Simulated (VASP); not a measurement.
# SnO (P4/nmm) in VASP: notebook

SnO is run at these levels: PBE; tasks: single point.

Program: VASP 6.6.1. These are calculated values, not measurements. Logs are shortened: lines on timing, memory, paths and dates and some standing lists are left out, and cuts for length are marked.

## 1. The cell of the first run

Symmetry: P4/nmm, No. 129, tetragonal system. The conventional cell has a = 3.814 Å, b = 3.814 Å, c = 4.887 Å, α = 90.00°, β = 90.00°, γ = 90.00°. Within 2.9 Å of Sn (site symmetry 4mm) lie 4 O at 2.23 Å. Within 2.9 Å of O (site symmetry -4m2) lie 4 Sn at 2.23 Å and 4 O at 2.70 Å.

## 2. Single point, PBE

Contents of INCAR:

```
  ALGO = Normal
  EDIFF = 1E-6
  ENCUT = 910
  GGA = PE
  GGA_COMPAT = F
  ISIF = 2
  ISMEAR = 0
  LASPH = T
  LCHARG = F
  LREAL = F
  LWAVE = F
  NBANDS = 28
  NELM = 120
  PREC = Accurate
  SIGMA = 0.020999999999999998
```

Contents of KPOINTS:

```
k-points
0
Gamma
  7 7 6
```

Contents of POSCAR:

```
SnO
1.0
    3.8136952200      0.0000000000      0.0000000000
    0.0000000000      3.8136952200      0.0000000000
    0.0000000000      0.0000000000      4.8869133000
Sn O
2 2
Direct
    0.5000000000      0.0000000000      0.7646261400
    0.0000000000      0.5000000000      0.2353738600
    0.0000000000      0.0000000000      0.0000000000
    0.5000000000      0.5000000000      0.0000000000
```

Potentials or basis: VASP PAW PBE potentials, release 64 (Sn_d, O_h).

Started as:

```bash
cat potpaw_PBE.64/Sn_d/POTCAR potpaw_PBE.64/O_h/POTCAR > POTCAR
mpirun -np 1 vasp_std > vasp.out
```

OUTCAR:

```text
EDIFF = 1E-6
   ENCUT = 910
   GGA = PE
   ISIF = 2
   ISMEAR = 0
   LASPH = T
   LREAL = F
   NELM = 120
   PREC = Accurate

 ion  position               nearest neighbor table
   1  0.500  0.000  0.765-   3 2.23   4 2.23   4 2.23   3 2.23   2 3.54   2 3.54   2 3.54   2 3.54
                             2 3.74   2 3.74   2 3.74   2 3.74
   2  0.000  0.500  0.235-   3 2.23   4 2.23   3 2.23   4 2.23   1 3.54   1 3.54   1 3.54   1 3.54
                             1 3.74   1 3.74   1 3.74   1 3.74
   3  0.000  0.000  0.000-   1 2.23   2 2.23   2 2.23   1 2.23
   4  0.500  0.500  0.000-   1 2.23   2 2.23   1 2.23   2 2.23

  LATTYP: Found a simple tetragonal cell.
 ALAT       =     3.8136952200
 C/A-ratio  =     1.2814116016

  Lattice vectors:

 A1 = (   3.8136952200,   0.0000000000,   0.0000000000)
 A2 = (   0.0000000000,   3.8136952200,   0.0000000000)
 A3 = (   0.0000000000,   0.0000000000,   4.8869133000)

Analysis of symmetry for initial positions (statically):
=====================================================================
 Subroutine PRICEL returns:
 Original cell was already a primitive cell.

 Routine SETGRP: Setting up the symmetry group for a
 simple tetragonal supercell.

 Subroutine GETGRP returns: Found 16 space group operations
 (whereof  8 operations were pure point group operations)
 out of a pool of 16 trial point group operations.

The static configuration has the point symmetry D_2d.
 The point group associated with its full space group is D_4h.

Analysis of symmetry for dynamics (positions and initial velocities):
=====================================================================
 Subroutine PRICEL returns:
 Original cell was already a primitive cell.

 Routine SETGRP: Setting up the symmetry group for a
 simple tetragonal supercell.

 Subroutine GETGRP returns: Found 16 space group operations
 (whereof  8 operations were pure point group operations)
 out of a pool of 16 trial point group operations.

The dynamic configuration has the point symmetry D_2d.
 The point group associated with its full space group is D_4h.

 Subroutine INISYM returns: Found 16 space group operations
 (whereof  8 operations are pure point group operations),
 and found     1 'primitive' translations

----------------------------------------------------------------------------------------

[... 95 lines left out ...]
   NELM   =    120;   NELMIN=  2; NELMDL= -5     # of ELM steps
   EDIFF  = 0.1E-05   stopping-criterion for ELM
   LREAL  =      F    real-space projection
   EDIFFG = 0.1E-04   stopping-criterion for IOM
   NSW    =      0    number of steps for IOM
   IBRION =     -1    ionic relax: 0-MD 1-quasi-New 2-CG
   NFREE  =      0    steps in history (QN), initial steepest desc. (CG)
   ISIF   =      2    stress and relaxation
   ISYM   =      2    0-nonsym 1-usesym 2-fastsym
   POTIM  = 0.5000    time-step for ionic-motion
   TEBEG  =    0.0;   TEEND  =   0.0 temperature during run
   PSTRESS=    0.0 pullay stress
   NELECT =      40.0000    total number of electrons
   NUPDOWN=      -1.0000    fix difference up-down
   EMIN   =  10.00;   EMAX   =-10.00  energy-range for DOS
   EFERMI =   0.00;   METHOD = LEGACY
   ISMEAR =     0;   SIGMA  =   0.02  broadening in eV -4-tet -1-fermi 0-gaus
   EFERMI_NEDOS =   21; number of points for ismear=-14 and -15
   IALGO  =     38    algorithm
   IMIX   =      4    mixing-type and parameters
     AMIX     =   0.40;   BMIX     =  1.00
     AMIX_MAG =   1.60;   BMIX_MAG =  1.00
  volume/ion in A,a.u.               =      17.77       119.91
  Fermi-wavevector in a.u.,A,eV,Ry     =   1.351614  2.554180 24.855939  1.826860
  Thomas-Fermi vector in A             =   2.479021
   LORBIT       =      0    0 simple, 1 ext, 2 COOP (PROOUT), +10 PAW based schemes
   GGA     = PE    functional components
   LHFCALC =     F    Hartree Fock is set to
   AEXX    =    0.0000 exact exchange contribution
   IVDW    =     0    specifies the selected vdW correction
   LEPSILON=     F    determine dielectric tensor
   LRPA    =     F    only Hartree local field effects (RPA)
 non-spin polarized calculation
 Gauss-broadening in eV      SIGMA  =   0.02
  energy-cutoff  :      910.00
  volume of cell :       71.08
 maximum number of plane-waves:      4454
 NGX is ok and might be reduce to    40
   NGX = 19   NGY = 19   NGZ = 25

 number of electron      39.9999995 magnetization

 Free energy of the ion-electron system (eV)
  ---------------------------------------------------
  ext. energy  EPLUGINS =         0.00000000
  ---------------------------------------------------
  free energy    TOTEN  =       -22.69972465 eV

  energy without entropy =      -22.69972465  energy(sigma->0) =      -22.69972465

 E-fermi :   7.3488     XC(G=0): -10.1744

 val. band max:        7.2235141181   @ k =   0.0000   0.0000   0.0000
 cond. band min:       7.6086201484   @ k =   0.4286   0.4286   0.0000
 fundamental gap:      0.3851060303
 Fermi energy:         7.3487540751

 k-point     1 :       0.0000    0.0000    0.0000
  band No.  band energies     occupation
      1     -14.7789      2.00000
      2     -14.3438      2.00000
      3     -14.3436      2.00000
      4     -14.3436      2.00000
      5     -14.3013      2.00000
      6     -14.2913      2.00000
[... 733 lines left out ...]
     27      16.0239      0.00000
     28      16.8793      0.00000

 [... further k-points ...]

------------------------ aborting loop because EDIFF is reached ----------------------------------------

  FORCE on cell =-STRESS in cart. coord.  units (eV):
  Direction    XX          YY          ZZ          XY          YZ          ZX
  --------------------------------------------------------------------------------------
  -------------------------------------------------------------------------------------
  Total        1.7742640      1.7742640      1.3640163      0.0000000      0.0000000      0.0000000
  in kB       39.9946798     39.9946798     30.7470564      0.0000000      0.0000000      0.0000000
  external PRESSURE =      36.9121387 kB  Pullay stress =       0.0000000 kB

 VOLUME and BASIS-vectors are now :
 -----------------------------------------------------------------------------
  energy-cutoff  :      910.00
  volume of cell :       71.08
      direct lattice vectors                 reciprocal lattice vectors
     3.813695220  0.000000000  0.000000000     0.262212878  0.000000000  0.000000000
     0.000000000  3.813695220  0.000000000     0.000000000  0.262212878  0.000000000
     0.000000000  0.000000000  4.886913300     0.000000000  0.000000000  0.204628144

 POSITION                                       TOTAL-FORCE (eV/Angst)
 -----------------------------------------------------------------------------------
      1.90685      0.00000      3.73666         0.000000     -0.000000     -0.447262
      0.00000      1.90685      1.15025        -0.000000      0.000000      0.447262
      0.00000      0.00000      0.00000        -0.000000     -0.000000      0.000000
      1.90685      1.90685      0.00000        -0.000000     -0.000000      0.000000
 -----------------------------------------------------------------------------------
    total drift:                               -0.000000      0.000000     -0.000000

  FREE ENERGIE OF THE ION-ELECTRON SYSTEM (eV)
  ---------------------------------------------------
  free  energy   TOTEN  =       -22.6997246537 eV

  energy  without entropy=      -22.6997246537  energy(sigma->0) =      -22.69972465
```

stdout:

```text
POSCAR found type information on POSCAR SnO
 POSCAR found :  2 types and       4 ions
 scaLAPACK will be used
 LDA part: xc-table for (Slater+PW92), standard interpolation
 POSCAR, INCAR and KPOINTS ok, starting setup
 FFT: planning ... GRIDC
 FFT: planning ... GRID_SOFT
 FFT: planning ... GRID
 WAVECAR not read
 entering main loop
```

It took 71 s on 1 thread of Intel Xeon 6975P-C (Granite Rapids), shared host; peak memory 0.35 GiB.

Results:

```
Free energy            : -22.6997 eV
Pressure               : 3.7 GPa
Largest force          : 0.447 eV/Å
Band gap on the k mesh : 0.39 eV (least direct gap 2.05 eV)
```

Forces in eV/Å, atoms in the order of the input:
```
Sn   0.000  0.000 -0.447
Sn   0.000  0.000  0.447
O    0.000  0.000  0.000
O    0.000  0.000  0.000
```

Stress tensor (GPa, compression positive):
```
4.00 0.00 0.00
0.00 4.00 0.00
0.00 0.00 3.07
```

Caveat: the cutoff is under 1.25 times the usual one of these potentials, so pressure, stress and relaxed cells hold a basis-set (Pulay) error; the cell stands under pressure; spin-orbit coupling is left out, which moves the levels of the heavy elements; an odd mesh through Γ misses points on the zone boundary, where band edges can lie.

## 3. Single point, PBE

Contents of INCAR:

```
SYSTEM = SnO
  ALGO = Normal
  EDIFF = 1E-6
  ENCUT = 910
  GGA = PE
  GGA_COMPAT = .False.
  ISIF = 2
  ISMEAR = 0
  LASPH = .True.
  LCHARG = .False.
  LREAL = .False.
  LWAVE = .False.
  NBANDS = 28
  NELM = 120
  PREC = Accurate
  SIGMA = 0.016
```

Contents of KPOINTS:

```
k-points
0
Gamma
  7 7 6
  0 0 0
```

POSCAR is that of step 2.

Potentials or basis: VASP PAW PBE potentials, release 64 (Sn_d, O_h).

Started as:

```bash
cat potpaw_PBE.64/Sn_d/POTCAR potpaw_PBE.64/O_h/POTCAR > POTCAR
mpirun -np 1 vasp_std > vasp.out
```

OUTCAR:

```text
SYSTEM = SnO
   EDIFF = 1E-6
   ENCUT = 910
   GGA = PE
   ISIF = 2
   ISMEAR = 0
   LASPH = .True.
   LREAL = .False.
   NELM = 120
   PREC = Accurate

 ion  position               nearest neighbor table
   1  0.500  0.000  0.765-   3 2.23   4 2.23   4 2.23   3 2.23   2 3.54   2 3.54   2 3.54   2 3.54
                             2 3.74   2 3.74   2 3.74   2 3.74
   2  0.000  0.500  0.235-   3 2.23   4 2.23   3 2.23   4 2.23   1 3.54   1 3.54   1 3.54   1 3.54
                             1 3.74   1 3.74   1 3.74   1 3.74
   3  0.000  0.000  0.000-   1 2.23   2 2.23   2 2.23   1 2.23
   4  0.500  0.500  0.000-   1 2.23   2 2.23   1 2.23   2 2.23

  LATTYP: Found a simple tetragonal cell.
 ALAT       =     3.8136952200
 C/A-ratio  =     1.2814116016

  Lattice vectors:

 A1 = (   3.8136952200,   0.0000000000,   0.0000000000)
 A2 = (   0.0000000000,   3.8136952200,   0.0000000000)
 A3 = (   0.0000000000,   0.0000000000,   4.8869133000)

Analysis of symmetry for initial positions (statically):
=====================================================================
 Subroutine PRICEL returns:
 Original cell was already a primitive cell.

 Routine SETGRP: Setting up the symmetry group for a
 simple tetragonal supercell.

 Subroutine GETGRP returns: Found 16 space group operations
 (whereof  8 operations were pure point group operations)
 out of a pool of 16 trial point group operations.

The static configuration has the point symmetry D_2d.
 The point group associated with its full space group is D_4h.

Analysis of symmetry for dynamics (positions and initial velocities):
=====================================================================
 Subroutine PRICEL returns:
 Original cell was already a primitive cell.

 Routine SETGRP: Setting up the symmetry group for a
 simple tetragonal supercell.

[... 125 lines left out ...]
   EFERMI_NEDOS =   21; number of points for ismear=-14 and -15
   IALGO  =     38    algorithm
   IMIX   =      4    mixing-type and parameters
     AMIX     =   0.40;   BMIX     =  1.00
     AMIX_MAG =   1.60;   BMIX_MAG =  1.00
  volume/ion in A,a.u.               =      17.77       119.91
  Fermi-wavevector in a.u.,A,eV,Ry     =   1.351614  2.554180 24.855939  1.826860
  Thomas-Fermi vector in A             =   2.479021
   LORBIT       =      0    0 simple, 1 ext, 2 COOP (PROOUT), +10 PAW based schemes
   GGA     = PE    functional components
   LHFCALC =     F    Hartree Fock is set to
   AEXX    =    0.0000 exact exchange contribution
   IVDW    =     0    specifies the selected vdW correction
   LEPSILON=     F    determine dielectric tensor
   LRPA    =     F    only Hartree local field effects (RPA)
 non-spin polarized calculation
 Gauss-broadening in eV      SIGMA  =   0.02
  energy-cutoff  :      910.00
  volume of cell :       71.08
 maximum number of plane-waves:      4454
 NGX is ok and might be reduce to    40
   NGX = 19   NGY = 19   NGZ = 25

 number of electron      39.9999995 magnetization

 Free energy of the ion-electron system (eV)
  ---------------------------------------------------
  ext. energy  EPLUGINS =         0.00000000
  ---------------------------------------------------
  free energy    TOTEN  =       -22.69972465 eV

  energy without entropy =      -22.69972465  energy(sigma->0) =      -22.69972465

 E-fermi :   7.3488     XC(G=0): -10.1744

 val. band max:        7.2235141181   @ k =   0.0000   0.0000   0.0000
 cond. band min:       7.6086201484   @ k =   0.4286   0.4286   0.0000
 fundamental gap:      0.3851060302
 Fermi energy:         7.3487540750

 k-point     1 :       0.0000    0.0000    0.0000
  band No.  band energies     occupation
      1     -14.7789      2.00000
      2     -14.3438      2.00000
      3     -14.3436      2.00000
      4     -14.3436      2.00000
      5     -14.3013      2.00000
      6     -14.2913      2.00000
[... 733 lines left out ...]
     27      16.0239      0.00000
     28      16.8793      0.00000

 [... further k-points ...]

------------------------ aborting loop because EDIFF is reached ----------------------------------------

  FORCE on cell =-STRESS in cart. coord.  units (eV):
  Direction    XX          YY          ZZ          XY          YZ          ZX
  --------------------------------------------------------------------------------------
  -------------------------------------------------------------------------------------
  Total        1.7742638      1.7742638      1.3640164      0.0000000      0.0000000      0.0000000
  in kB       39.9946759     39.9946759     30.7470584      0.0000000      0.0000000      0.0000000
  external PRESSURE =      36.9121368 kB  Pullay stress =       0.0000000 kB

 VOLUME and BASIS-vectors are now :
 -----------------------------------------------------------------------------
  energy-cutoff  :      910.00
  volume of cell :       71.08
      direct lattice vectors                 reciprocal lattice vectors
     3.813695220  0.000000000  0.000000000     0.262212878  0.000000000  0.000000000
     0.000000000  3.813695220  0.000000000     0.000000000  0.262212878  0.000000000
     0.000000000  0.000000000  4.886913300     0.000000000  0.000000000  0.204628144

 POSITION                                       TOTAL-FORCE (eV/Angst)
 -----------------------------------------------------------------------------------
      1.90685      0.00000      3.73666         0.000000     -0.000000     -0.447262
      0.00000      1.90685      1.15025        -0.000000     -0.000000      0.447262
      0.00000      0.00000      0.00000        -0.000000      0.000000      0.000000
      1.90685      1.90685      0.00000         0.000000     -0.000000      0.000000
 -----------------------------------------------------------------------------------
    total drift:                               -0.000000      0.000000     -0.000000

  FREE ENERGIE OF THE ION-ELECTRON SYSTEM (eV)
  ---------------------------------------------------
  free  energy   TOTEN  =       -22.6997246537 eV

  energy  without entropy=      -22.6997246537  energy(sigma->0) =      -22.69972465
```

stdout:

```text
POSCAR found type information on POSCAR SnO
 POSCAR found :  2 types and       4 ions
 scaLAPACK will be used
 LDA part: xc-table for (Slater+PW92), standard interpolation
 POSCAR, INCAR and KPOINTS ok, starting setup
 FFT: planning ... GRIDC
 FFT: planning ... GRID_SOFT
 FFT: planning ... GRID
 WAVECAR not read
 entering main loop
```

It took 84 s on 1 thread of Intel Xeon 6975P-C (Granite Rapids), shared host; peak memory 0.35 GiB.

What came out:

| Property | Result |
| --- | --- |
| Free energy | -22.6997 eV |
| Pressure | 3.7 GPa |
| Largest force | 0.447 eV/Å |
| Band gap on the k mesh | 0.39 eV (least direct gap 2.05 eV) |

Forces in eV/Å, atoms in the order of the input:
```
Sn   0.000  0.000 -0.447
Sn   0.000  0.000  0.447
O    0.000  0.000  0.000
O    0.000  0.000  0.000
```

Stress tensor (GPa, compression positive):
```
4.00 0.00 0.00
0.00 4.00 0.00
0.00 0.00 3.07
```

Levels at points of the mesh, in eV from the valence-band top:
| k point | band 16 | band 17 | band 18 | band 19 | band 20 | band 21 | band 22 | band 23 | band 24 | band 25 |
| --- | --- | --- | --- | --- | --- | --- | --- | --- | --- | --- |
| (0.00, 0.00, 0.00) | -6.25 | -3.47 | -3.18 | -3.18 | 0.00 | 2.05 | 4.27 | 4.74 | 4.74 | 5.67 |
| (0.00, 0.00, 0.50) | -3.53 | -3.20 | -3.19 | -3.19 | -2.21 | 1.69 | 3.04 | 3.04 | 3.70 | 7.84 |

Caveat: the cutoff is under 1.25 times the usual one of these potentials, so pressure, stress and relaxed cells hold a basis-set (Pulay) error; the cell stands under pressure; spin-orbit coupling is left out, which moves the levels of the heavy elements; an odd mesh through Γ misses points on the zone boundary, where band edges can lie.
